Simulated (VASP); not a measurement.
# SnSe2 (P-3m1) in VASP: single point with PBEsol+D3(BJ)

Aim: the single point of SnSe2 with PBEsol+D3(BJ).

Everything below comes from runs of VASP 6.6.1. Logs are shortened: lines on timing, memory, paths and dates and some standing lists are left out, and cuts for length are marked.

## (1) The cell of the first run

The structure is trigonal, space group P-3m1 (No. 164). Conventional cell: a = 3.811 Å, b = 3.811 Å, c = 6.137 Å, α = 90.00°, β = 90.00°, γ = 120.00°. Within 3.5 Å of Sn (site symmetry -3m) lie 6 Se at 2.68 Å. Within 3.5 Å of Se (site symmetry 3m) lie 3 Sn at 2.68 Å.

## (2) Single point, PBEsol+D3(BJ)

Input file INCAR:

```
PREC     = Accurate       # precision mode
ENCUT    = 520            # plane-wave cutoff, eV
EDIFF    = 1E-6           # SCF threshold, eV
ISMEAR   = 0              # smearing method
SIGMA    = 0.1            # smearing width, eV
LREAL    = F              # projectors in reciprocal space
LASPH    = T              # aspherical terms in the spheres
NELM     = 100            # most SCF steps
ALGO     = Normal         # electronic algorithm
ISIF     = 2              # what is computed and relaxed
LWAVE    = F              # write WAVECAR
LCHARG   = T              # write CHGCAR
GGA      = PS             # functional
IVDW     = 12             # dispersion correction
LELF     = T              # ELF
LVHAR    = T            
NBANDS   = 20             # bands
```

Input file KPOINTS:

```
Automatic mesh
0
Gamma
  6 6 4
```

Input file POSCAR:

```
SnSe2
1.0
    3.8109987816      0.0000000000      0.0000000000
   -1.9054993908      3.3004217586      0.0000000000
    0.0000000000      0.0000000000      6.1370000000
Sn Se
1 2
Direct
    0.0000000000      0.0000000000      0.0000000000
    0.3333333333      0.6666666667      0.2500000000
    0.6666666667      0.3333333333      0.7500000000
```

Potentials or basis: VASP PAW PBE potentials, release 64 (Sn_d, Se).

The run is started by

```
$ cat potpaw_PBE.64/Sn_d/POTCAR potpaw_PBE.64/Se/POTCAR > POTCAR
$ mpirun -np 1 vasp_std > vasp.out
```

OUTCAR:

```text
PREC = Accurate
   ENCUT = 520
   EDIFF = 1E-6
   ISMEAR = 0
   LREAL = F
   LASPH = T
   NELM = 100
   ISIF = 2
   GGA = PS
   IVDW = 12
 IVDW          = 12

 ion  position               nearest neighbor table
   1  0.000  0.000  0.000-   2 2.68   3 2.68   2 2.68   3 2.68   3 2.68   2 2.68
   2  0.333  0.667  0.250-   1 2.68   1 2.68   1 2.68
   3  0.667  0.333  0.750-   1 2.68   1 2.68   1 2.68

  LATTYP: Found a hexagonal cell.
 ALAT       =     3.8109987816
 C/A-ratio  =     1.6103390087

  Lattice vectors:

 A1 = (   3.8109987816,   0.0000000000,   0.0000000000)
 A2 = (  -1.9054993908,   3.3004217586,   0.0000000000)
 A3 = (   0.0000000000,   0.0000000000,   6.1370000000)

Analysis of symmetry for initial positions (statically):
=====================================================================
 Subroutine PRICEL returns:
 Original cell was already a primitive cell.

 Routine SETGRP: Setting up the symmetry group for a
 hexagonal supercell.

 Subroutine GETGRP returns: Found 12 space group operations
 (whereof 12 operations were pure point group operations)
 out of a pool of 24 trial point group operations.

The static configuration has the point symmetry D_3d.

Analysis of symmetry for dynamics (positions and initial velocities):
=====================================================================
 Subroutine PRICEL returns:
 Original cell was already a primitive cell.

 Routine SETGRP: Setting up the symmetry group for a
 hexagonal supercell.

 Subroutine GETGRP returns: Found 12 space group operations
 (whereof 12 operations were pure point group operations)
 out of a pool of 24 trial point group operations.

The dynamic configuration has the point symmetry D_3d.

 Subroutine INISYM returns: Found 12 space group operations
 (whereof 12 operations are pure point group operations),
 and found     1 'primitive' translations

----------------------------------------------------------------------------------------

                                     Primitive cell

  volume of cell :      77.1906

  direct lattice vectors                    reciprocal lattice vectors
     3.810998782  0.000000000  0.000000000     0.262398405  0.151495789  0.000000000
    -1.905499391  3.300421759  0.000000000     0.000000000  0.302991579  0.000000000
     0.000000000  0.000000000  6.137000000     0.000000000  0.000000000  0.162946065

  length of vectors
     3.810998782  3.810998782  6.137000000     0.302991579  0.302991579  0.162946065

  position of ions in fractional coordinates (direct lattice)
     0.000000000  0.000000000  0.000000000
     0.333333333  0.666666667  0.250000000
     0.666666667  0.333333333  0.750000000

  ion indices of the primitive-cell ions
   primitive index   ion index
                 1           1
                 2           2
                 3           3

----------------------------------------------------------------------------------------

 KPOINTS: Automatic mesh

Automatic generation of k-mesh.
 Grid dimensions read from file:
 generate k-points for:    6    6    4

 Generating k-lattice:

  Cartesian coordinates                     Fractional coordinates (reciprocal lattice)
     0.043733067  0.025249298  0.000000000     0.166666667 -0.000000000  0.000000000
     0.000000000  0.050498596  0.000000000     0.000000000  0.166666667  0.000000000
     0.000000000  0.000000000  0.040736516     0.000000000  0.000000000  0.250000000

  Length of vectors
     0.050498596  0.050498596  0.040736516

  Shift w.r.t. Gamma in fractional coordinates (k-lattice)
     0.000000000  0.000000000  0.000000000

 Subroutine IBZKPT returns following result:
 ===========================================

 Found     24 irreducible k-points:

 Following reciprocal coordinates:
            Coordinates               Weight
  0.000000  0.000000  0.000000      1.000000
  0.166667  0.000000  0.000000      6.000000
  0.333333 -0.000000  0.000000      6.000000
  0.500000  0.000000  0.000000      3.000000
  0.166667  0.166667  0.000000      6.000000
  0.333333  0.166667  0.000000     12.000000
[... 16 lines left out ...]
  0.333333  0.166667  0.500000     12.000000
  0.333333  0.333333  0.500000      2.000000
   k-points           NKPTS =     24   k-points in BZ     NKDIM =     24   number of bands    NBANDS=     20
   number of dos      NEDOS =    301   number of ions     NIONS =      3
   total plane-waves  NPLWV =  37632
   dimension x,y,z NGX =    28 NGY =   28 NGZ =   48
   dimension x,y,z NGXF=    56 NGYF=   56 NGZF=   96
   ions per type =               1   2
   NGX,Y,Z   is equivalent  to a cutoff of  12.21, 12.21, 13.00 a.u.
   NGXF,Y,Z  is equivalent  to a cutoff of  24.43, 24.43, 26.01 a.u.
 SYSTEM =  unknown system
   PREC   = accura    normal or accurate (medium, high low for compatibility)
   ISTART =      0    job   : 0-new  1-cont  2-samecut
   ICHARG =      2    charge: 1-file 2-atom 10-const
   ISPIN  =      1    spin polarized calculation?
   LNONCOLLINEAR =      F non collinear calculations
   LSORBIT =      F    spin-orbit coupling
   LASPH  =      T    aspherical Exc in radial PAW
   ENCUT  =  520.0 eV  38.22 Ry    6.18 a.u.   7.09  7.09 11.41*2*pi/ulx,y,z
   NELM   =    100;   NELMIN=  2; NELMDL= -5     # of ELM steps
   EDIFF  = 0.1E-05   stopping-criterion for ELM
   LREAL  =      F    real-space projection
   EDIFFG = 0.1E-04   stopping-criterion for IOM
   NSW    =      0    number of steps for IOM
   IBRION =     -1    ionic relax: 0-MD 1-quasi-New 2-CG
   NFREE  =      0    steps in history (QN), initial steepest desc. (CG)
   ISIF   =      2    stress and relaxation
   ISYM   =      2    0-nonsym 1-usesym 2-fastsym
   POTIM  = 0.5000    time-step for ionic-motion
   TEBEG  =    0.0;   TEEND  =   0.0 temperature during run
   PSTRESS=    0.0 pullay stress
   NELECT =      26.0000    total number of electrons
   NUPDOWN=      -1.0000    fix difference up-down
   EMIN   =  10.00;   EMAX   =-10.00  energy-range for DOS
   EFERMI =   0.00;   METHOD = LEGACY
   ISMEAR =     0;   SIGMA  =   0.10  broadening in eV -4-tet -1-fermi 0-gaus
   EFERMI_NEDOS =   21; number of points for ismear=-14 and -15
   IALGO  =     38    algorithm
   IMIX   =      4    mixing-type and parameters
     AMIX     =   0.40;   BMIX     =  1.00
     AMIX_MAG =   1.60;   BMIX_MAG =  1.00
  volume/ion in A,a.u.               =      25.73       173.64
  Fermi-wavevector in a.u.,A,eV,Ry     =   1.139054  2.152501 17.652812  1.297445
  Thomas-Fermi vector in A             =   2.275758
   LORBIT       =      0    0 simple, 1 ext, 2 COOP (PROOUT), +10 PAW based schemes
   GGA     = PS    functional components
   LHFCALC =     F    Hartree Fock is set to
   AEXX    =    0.0000 exact exchange contribution
   IVDW    =    12    specifies the selected vdW correction
   LEPSILON=     F    determine dielectric tensor
   LRPA    =     F    only Hartree local field effects (RPA)
 non-spin polarized calculation
 Gauss-broadening in eV      SIGMA  =   0.10
  energy-cutoff  :      520.00
  volume of cell :       77.19
 maximum number of plane-waves:      2109
   NGX = 15   NGY = 15   NGZ = 23

 number of electron      26.0000006 magnetization

 Free energy of the ion-electron system (eV)
  ---------------------------------------------------
  ext. energy  EPLUGINS =         0.00000000
  ---------------------------------------------------
  free energy    TOTEN  =       -12.94054326 eV

  energy without entropy =      -12.94054326  energy(sigma->0) =      -12.94054326

 E-fermi :   4.4132     XC(G=0):  -9.6415

 val. band max:        4.0503760232   @ k =   0.0000   0.0000   0.0000
 cond. band min:       4.7926054080   @ k =   0.5000   0.0000   0.2500
 fundamental gap:      0.7422293848
 Fermi energy:         4.4131668653

 k-point     1 :       0.0000    0.0000    0.0000
  band No.  band energies     occupation
      1     -17.1075      2.00000
      2     -17.1075      2.00000
      3     -17.0694      2.00000
      4     -17.0533      2.00000
      5     -17.0533      2.00000
      6      -9.9534      2.00000
[... 12 lines left out ...]
     19      12.9575      0.00000
     20      12.9575      0.00000

 k-point     2 :       0.1667    0.0000    0.0000
  band No.  band energies     occupation
      1     -17.1217      2.00000
      2     -17.0988      2.00000
      3     -17.0634      2.00000
      4     -17.0569      2.00000
      5     -17.0506      2.00000
      6      -9.6766      2.00000
[... 12 lines left out ...]
     19      12.2139      0.00000
     20      13.2148      0.00000

 k-point     3 :       0.3333   -0.0000    0.0000
  band No.  band energies     occupation
      1     -17.1532      2.00000
      2     -17.0892      2.00000
      3     -17.0720      2.00000
      4     -17.0404      2.00000
      5     -17.0374      2.00000
      6      -8.9339      2.00000
[... 12 lines left out ...]
     19      12.8868      0.00000
     20      13.7459      0.00000

 k-point     4 :       0.5000    0.0000    0.0000
  band No.  band energies     occupation
      1     -17.1696      2.00000
      2     -17.0878      2.00000
      3     -17.0768      2.00000
      4     -17.0309      2.00000
      5     -17.0273      2.00000
      6      -8.2814      2.00000
[... 12 lines left out ...]
     19      13.9284      0.00000
     20      14.6270      0.00000

 k-point     5 :       0.1667    0.1667    0.0000
  band No.  band energies     occupation
      1     -17.1382      2.00000
      2     -17.0974      2.00000
      3     -17.0634      2.00000
      4     -17.0553      2.00000
      5     -17.0379      2.00000
      6      -9.1606      2.00000
[... 12 lines left out ...]
     19      10.9491      0.00000
     20      14.1379      0.00000

 k-point     6 :       0.3333    0.1667    0.0000
  band No.  band energies     occupation
      1     -17.1540      2.00000
      2     -17.1006      2.00000
      3     -17.0675      2.00000
      4     -17.0412      2.00000
      5     -17.0297      2.00000
      6      -8.3590      2.00000
[... 12 lines left out ...]
     19      12.4828      0.00000
     20      13.9928      0.00000

 k-point     7 :       0.3333    0.3333    0.0000
  band No.  band energies     occupation
      1     -17.1296      2.00000
      2     -17.1296      2.00000
      3     -17.0497      2.00000
      4     -17.0497      2.00000
      5     -17.0353      2.00000
      6      -7.8114      2.00000
[... 12 lines left out ...]
     19      12.3720      0.00000
     20      12.3720      0.00000
[... 277 lines left out ...]
 k-point    20 :       0.3333   -0.0000    0.5000
  band No.  band energies     occupation
      1     -17.1534      2.00000
      2     -17.0893      2.00000
      3     -17.0720      2.00000
      4     -17.0402      2.00000
      5     -17.0374      2.00000
      6      -8.7844      2.00000
[... 12 lines left out ...]
     19      13.5950      0.00000
     20      13.7717      0.00000

 k-point    21 :       0.5000    0.0000    0.5000
  band No.  band energies     occupation
      1     -17.1698      2.00000
      2     -17.0879      2.00000
      3     -17.0769      2.00000
      4     -17.0308      2.00000
      5     -17.0273      2.00000
      6      -8.1828      2.00000
[... 12 lines left out ...]
     19      13.7342      0.00000
     20      14.6679      0.00000

 k-point    22 :       0.1667    0.1667    0.5000
  band No.  band energies     occupation
      1     -17.1384      2.00000
      2     -17.0974      2.00000
      3     -17.0635      2.00000
      4     -17.0552      2.00000
      5     -17.0379      2.00000
      6      -9.0015      2.00000
[... 12 lines left out ...]
     19      12.0135      0.00000
     20      13.1274      0.00000

 k-point    23 :       0.3333    0.1667    0.5000
  band No.  band energies     occupation
      1     -17.1542      2.00000
      2     -17.1007      2.00000
      3     -17.0676      2.00000
      4     -17.0412      2.00000
      5     -17.0296      2.00000
      6      -8.2500      2.00000
[... 12 lines left out ...]
     19      12.3559      0.00000
     20      13.6438      0.00000

 k-point    24 :       0.3333    0.3333    0.5000
  band No.  band energies     occupation
      1     -17.1298      2.00000
      2     -17.1298      2.00000
      3     -17.0497      2.00000
      4     -17.0497      2.00000
      5     -17.0351      2.00000
      6      -7.7966      2.00000
[... 12 lines left out ...]
     19      13.0114      0.00000
     20      13.0422      0.00000

------------------------ aborting loop because EDIFF is reached ----------------------------------------

 Edisp (eV)   -0.98337

 E8    (eV) :    -0.6474

  FORCE on cell =-STRESS in cart. coord.  units (eV):
  Direction    XX          YY          ZZ          XY          YZ          ZX
  --------------------------------------------------------------------------------------
  -------------------------------------------------------------------------------------
  Total      -0.07709    -0.07709     0.62059     0.00000    -0.00000     0.00000
  in kB      -1.60013    -1.60013    12.88113     0.00000    -0.00000     0.00000
  external pressure =        3.23 kB  Pullay stress =        0.00 kB

 VOLUME and BASIS-vectors are now :
 -----------------------------------------------------------------------------
  energy-cutoff  :      520.00
  volume of cell :       77.19
      direct lattice vectors                 reciprocal lattice vectors
     3.810998782  0.000000000  0.000000000     0.262398405  0.151495789  0.000000000
    -1.905499391  3.300421759  0.000000000     0.000000000  0.302991579  0.000000000
     0.000000000  0.000000000  6.137000000     0.000000000  0.000000000  0.162946065

 POSITION                                       TOTAL-FORCE (eV/Angst)
 -----------------------------------------------------------------------------------
      0.00000      0.00000      0.00000         0.000000      0.000000      0.000000
     -0.00000      2.20028      1.53425        -0.000000      0.000000      0.561048
      1.90550      1.10014      4.60275         0.000000     -0.000000     -0.561048
 -----------------------------------------------------------------------------------
    total drift:                               -0.000000     -0.000000     -0.000000

  FREE ENERGIE OF THE ION-ELECTRON SYSTEM (eV)
  ---------------------------------------------------
  free  energy   TOTEN  =       -13.9239117404 eV

  energy  without entropy=      -13.9239117378  energy(sigma->0) =      -13.92391174
```

Run time: 23 s. Hardware: 1 thread of Intel Xeon Platinum 8488C (Sapphire Rapids), shared host; peak memory 0.21 GiB.

Results:

- Free energy: -13.9239 eV
- Pressure: 0.3 GPa
- Largest force: 0.561 eV/Å
- Band gap on the k mesh: 0.74 eV, indirect (least direct gap 1.00 eV)
- Dispersion energy per atom: -0.328 eV

Forces in eV/Å, atoms in the order of the input:
```
Sn   0.000  0.000  0.000
Se   0.000  0.000  0.561
Se   0.000  0.000 -0.561
```

Levels at points of the mesh, in eV from the valence-band top:
| k point | band 9 | band 10 | band 11 | band 12 | band 13 | band 14 | band 15 | band 16 | band 17 | band 18 |
| --- | --- | --- | --- | --- | --- | --- | --- | --- | --- | --- |
| (0.00, 0.00, 0.00) | -0.68 | -0.68 | -0.37 | -0.37 | 0.00 | 1.00 | 2.86 | 4.59 | 4.59 | 8.04 |
| (0.50, 0.00, 0.00) | -4.50 | -2.94 | -2.67 | -1.24 | -0.29 | 1.11 | 3.69 | 5.32 | 5.41 | 7.19 |
| (0.00, 0.00, 0.50) | -2.09 | -0.77 | -0.77 | -0.21 | -0.21 | 2.41 | 2.82 | 4.32 | 4.32 | 8.02 |
| (0.50, 0.00, 0.50) | -4.96 | -2.50 | -2.00 | -0.85 | -0.69 | 0.80 | 4.15 | 4.74 | 5.74 | 6.29 |

Caveat: the PAW data sets were made with another functional, which shifts forces and pressure a little; spin-orbit coupling is left out, which moves the levels of the heavy elements. A k mesh can miss the band edges.
